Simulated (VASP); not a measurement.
The system is La.

```
La
1.0
    -2.13790    2.13790    2.13790
     2.13790   -2.13790    2.13790
     2.13790    2.13790   -2.13790
La
1
Direct
  0.00000 0.00000 0.00000
```

This cell differs from its parent crystal: volume scaled by 1.02.

Base run:

```yaml
Program: VASP 6.6.1
Functional: PBE
Potentials_or_basis: VASP PAW PBE potentials, release 64 (La)
Cutoff: 520 eV
k_mesh: 9 × 9 × 9
Occupations: fermi-dirac, width 0.05 eV
Spin: no spin polarisation
```

Its results: pressure -1.0 GPa.

Task: The run is repeated on the same cell with these changes: functional from PBE to PBEsol; further incar settings from ALGO = Normal; EDIFF = 1e-06; NBANDS = 12 to ALGO = Normal; EDIFF = 1e-07; NBANDS = 12. What comes out?

Result: Pressure -2.9 GPa.

Caveats: the PAW data sets were made with another functional, which shifts forces and pressure a little (some runs).
